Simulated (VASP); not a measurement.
# Fe (P6_3/mmc) in VASP: further runs, part 2 of 2

VASP 6.6.1. Earlier steps stand in the parts before.

## Step 3: Single point, PBEsol, collinear spin, ferromagnetic start (10.45 Å³/atom)

INCAR

```
SYSTEM = Fe
ALGO     = Fast           ! electronic algorithm
EDIFF    = 1E-6           ! SCF threshold, eV
ENCUT    = 520            ! plane-wave cutoff, eV
GGA      = PS             ! functional
ISIF     = 2              ! what is computed and relaxed
ISMEAR   = -1             ! smearing method
ISPIN    = 2              ! spin polarisation
LASPH    = .True.         ! aspherical terms in the spheres
LCHARG   = .False.        ! write CHGCAR
LMAXMIX  = 4              ! l up to which the mixer works
LORBIT   = 11             ! projections on sites
LREAL    = .False.        ! projectors in reciprocal space
LWAVE    = .False.        ! write WAVECAR
MAGMOM   = 3 3            ! initial moments
NBANDS   = 19             ! bands
NELM     = 150            ! most SCF steps
PREC     = Accurate       ! precision mode
SIGMA    = 0.05           ! smearing width, eV
```

KPOINTS

```
k-points
0
Gamma
  12 12 7
  0 0 0
```

POSCAR

```
Fe
1.0
    2.4818982858      0.0000000000      0.0000000000
   -1.2409491429      2.1493869651      0.0000000000
    0.0000000000      0.0000000000      3.9172856485
Fe
2
Direct
    0.6666666667      0.3333333333      0.7500000000
    0.3333333333      0.6666666667      0.2500000000
```

Potentials or basis: VASP PAW PBE potentials, release 64 (Fe).

The run is started by

```console
> cat potpaw_PBE.64/Fe/POTCAR > POTCAR
> mpirun -np 1 vasp_std > vasp.out
```

OUTCAR:

```text
SYSTEM = Fe
   EDIFF = 1E-6
   ENCUT = 520
   GGA = PS
   ISIF = 2
   ISMEAR = -1
   ISPIN = 2
   LASPH = .True.
   LORBIT = 11
   LREAL = .False.
   NELM = 150
   PREC = Accurate

 ion  position               nearest neighbor table
   1  0.667  0.333  0.750-   2 2.43   2 2.43   2 2.43   2 2.43   2 2.43   2 2.43
   2  0.333  0.667  0.250-   1 2.43   1 2.43   1 2.43   1 2.43   1 2.43   1 2.43

  LATTYP: Found a hexagonal cell.
 ALAT       =     2.4818982858
 C/A-ratio  =     1.5783425416

  Lattice vectors:

 A1 = (   2.4818982858,   0.0000000000,   0.0000000000)
 A2 = (  -1.2409491429,   2.1493869651,   0.0000000000)
 A3 = (   0.0000000000,   0.0000000000,   3.9172856485)

Analysis of symmetry for initial positions (statically):
=====================================================================
 Subroutine PRICEL returns:
 Original cell was already a primitive cell.

 Routine SETGRP: Setting up the symmetry group for a
 hexagonal supercell.

 Subroutine GETGRP returns: Found 24 space group operations
 (whereof 12 operations were pure point group operations)
 out of a pool of 24 trial point group operations.

The static configuration has the point symmetry D_3d.
 The point group associated with its full space group is D_6h.

Analysis of symmetry for dynamics (positions and initial velocities):
=====================================================================
 Subroutine PRICEL returns:
 Original cell was already a primitive cell.

 Routine SETGRP: Setting up the symmetry group for a
 hexagonal supercell.

 Subroutine GETGRP returns: Found 24 space group operations
 (whereof 12 operations were pure point group operations)
 out of a pool of 24 trial point group operations.

The dynamic configuration has the point symmetry D_3d.
 The point group associated with its full space group is D_6h.

Analysis of structural, dynamic, and magnetic symmetry:
=====================================================================
 Subroutine PRICEL returns:
 Original cell was already a primitive cell.

 Routine SETGRP: Setting up the symmetry group for a
 hexagonal supercell.

 Subroutine GETGRP returns: Found 24 space group operations
 (whereof 12 operations were pure point group operations)
 out of a pool of 24 trial point group operations.

The overall configuration has the point symmetry D_3d.
 The point group associated with its full space group is D_6h.

 Subroutine INISYM returns: Found 24 space group operations
 (whereof 12 operations are pure point group operations),
 and found     1 'primitive' translations

----------------------------------------------------------------------------------------

                                     Primitive cell

  volume of cell :      20.8970

  direct lattice vectors                    reciprocal lattice vectors
     2.481898286  0.000000000  0.000000000     0.402917398  0.232624468  0.000000000
    -1.240949143  2.149386965  0.000000000     0.000000000  0.465248937  0.000000000
     0.000000000  0.000000000  3.917285649     0.000000000  0.000000000  0.255278805

  length of vectors
     2.481898286  2.481898286  3.917285649     0.465248937  0.465248937  0.255278805

  position of ions in fractional coordinates (direct lattice)
     0.666666667  0.333333333  0.750000000
     0.333333333  0.666666667  0.250000000

  ion indices of the primitive-cell ions
   primitive index   ion index
                 1           1
                 2           2

----------------------------------------------------------------------------------------
[... 64 lines left out ...]
   ISPIN  =      2    spin polarized calculation?
   LNONCOLLINEAR =      F non collinear calculations
   LSORBIT =      F    spin-orbit coupling
   LASPH  =      T    aspherical Exc in radial PAW
   ENCUT  =  520.0 eV  38.22 Ry    6.18 a.u.   4.61  4.61  7.28*2*pi/ulx,y,z
   NELM   =    150;   NELMIN=  2; NELMDL= -5     # of ELM steps
   EDIFF  = 0.1E-05   stopping-criterion for ELM
   LREAL  =      F    real-space projection
   EDIFFG = 0.1E-04   stopping-criterion for IOM
   NSW    =      0    number of steps for IOM
   IBRION =     -1    ionic relax: 0-MD 1-quasi-New 2-CG
   NFREE  =      0    steps in history (QN), initial steepest desc. (CG)
   ISIF   =      2    stress and relaxation
   ISYM   =      2    0-nonsym 1-usesym 2-fastsym
   POTIM  = 0.5000    time-step for ionic-motion
   TEBEG  =    0.0;   TEEND  =   0.0 temperature during run
   PSTRESS=    0.0 pullay stress
   NELECT =      16.0000    total number of electrons
   NUPDOWN=      -1.0000    fix difference up-down
   EMIN   =  10.00;   EMAX   =-10.00  energy-range for DOS
   EFERMI =   0.00;   METHOD = LEGACY
   ISMEAR =    -1;   SIGMA  =   0.05  broadening in eV -4-tet -1-fermi 0-gaus
   EFERMI_NEDOS =   21; number of points for ismear=-14 and -15
   IALGO  =     68    algorithm
   IMIX   =      4    mixing-type and parameters
     AMIX     =   0.40;   BMIX     =  1.00
     AMIX_MAG =   1.60;   BMIX_MAG =  1.00
  volume/ion in A,a.u.               =      10.45        70.51
  Fermi-wavevector in a.u.,A,eV,Ry     =   1.497684  2.830213 30.518652  2.243058
  Thomas-Fermi vector in A             =   2.609540
   LORBIT       =     11    0 simple, 1 ext, 2 COOP (PROOUT), +10 PAW based schemes
   GGA     = PS    functional components
   LHFCALC =     F    Hartree Fock is set to
   AEXX    =    0.0000 exact exchange contribution
   IVDW    =     0    specifies the selected vdW correction
   LEPSILON=     F    determine dielectric tensor
   LRPA    =     F    only Hartree local field effects (RPA)
 spin polarized calculation
 RMM-DIIS sequential band-by-band and
  energy-cutoff  :      520.00
  volume of cell :       20.90
 maximum number of plane-waves:       576
   NGX =  9   NGY =  9   NGZ = 15

 number of electron      15.9999995 magnetization       0.0285753

 number of electron      15.9999995 magnetization      -0.0022015

 Free energy of the ion-electron system (eV)
  ---------------------------------------------------
  ext. energy  EPLUGINS =         0.00000000
  ---------------------------------------------------
  free energy    TOTEN  =       -17.80666403 eV

  energy without entropy =      -17.78551980  energy(sigma->0) =      -17.79609191

 E-fermi :   6.4824     XC(G=0): -13.8054

 val. band max:        6.4702366860   @ k =   0.3333   0.3333   0.2857
 cond. band min:       6.4895929325   @ k =   0.3333   0.2500   0.2857
 fundamental gap:      0.0193562465
 Fermi energy:         6.4823543452

 spin component 1

 k-point     1 :       0.0000    0.0000    0.0000
  band No.  band energies     occupation
      1      -2.3504      1.00000
      2       1.6565      1.00000
      3       4.8676      1.00000
      4       4.8676      1.00000
      5       5.0001      1.00000
      6       5.3195      1.00000
[... 517 lines left out ...]
     18      30.0245      0.00000
     19      31.1523      0.00000

 [... further k-points ...]

 spin component 2

 k-point     1 :       0.0000    0.0000    0.0000
  band No.  band energies     occupation
      1      -2.3506      1.00000
      2       1.6560      1.00000
      3       4.8667      1.00000
      4       4.8667      1.00000
      5       4.9992      1.00000
      6       5.3186      1.00000
[... 517 lines left out ...]
     18      30.0244      0.00000
     19      31.1519      0.00000

 [... further k-points ...]
[... 5 lines left out ...]
  --------------------------------------------------------------------------------------
  -------------------------------------------------------------------------------------
  Total       -2.3582637     -2.3582637     -2.2710386      0.0000000      0.0000000      0.0000000
  in kB     -180.8086167   -180.8086167   -174.1210427      0.0000000      0.0000000      0.0000000
  external PRESSURE =    -178.5794254 kB  Pullay stress =       0.0000000 kB

 VOLUME and BASIS-vectors are now :
 -----------------------------------------------------------------------------
  energy-cutoff  :      520.00
  volume of cell :       20.90
      direct lattice vectors                 reciprocal lattice vectors
     2.481898286  0.000000000  0.000000000     0.402917398  0.232624468  0.000000000
    -1.240949143  2.149386965  0.000000000     0.000000000  0.465248937  0.000000000
     0.000000000  0.000000000  3.917285649     0.000000000  0.000000000  0.255278805

 POSITION                                       TOTAL-FORCE (eV/Angst)
 -----------------------------------------------------------------------------------
      1.24095      0.71646      2.93796         0.000000      0.000000      0.000000
     -0.00000      1.43292      0.97932        -0.000000     -0.000000      0.000000
 -----------------------------------------------------------------------------------
    total drift:                               -0.000000      0.000000     -0.000000

  FREE ENERGIE OF THE ION-ELECTRON SYSTEM (eV)
  ---------------------------------------------------
  free  energy   TOTEN  =       -17.8066640277 eV

  energy  without entropy=      -17.7855198002  energy(sigma->0) =      -17.79609191

 total charge

# of ion       s       p       d       tot
------------------------------------------
    1        0.525   0.614   6.314   7.454
    2        0.525   0.614   6.314   7.454
--------------------------------------------------
tot          1.051   1.229  12.628  14.907

 magnetization (x)

# of ion       s       p       d       tot
------------------------------------------
    1        0.000   0.000  -0.001  -0.001
    2        0.000   0.000  -0.001  -0.001
--------------------------------------------------
tot          0.000   0.000  -0.001  -0.001
```

Run time: 1.7 min. Hardware: 1 thread of Intel Xeon 8259CL, shared host; peak memory 0.17 GiB.

Results:

```yaml
Free_energy: -17.8067 eV
Pressure: -17.9 GPa
Band_gap_on_the_k_mesh: zero (filled and empty bands overlap)
Net_moment: 0.00 μB per cell
Valence_electrons_inside_the_program's_atomic_spheres: Fe 7.45
```

Caveat: the cell stands under tension; the PAW data sets were made with another functional, which shifts forces and pressure a little.
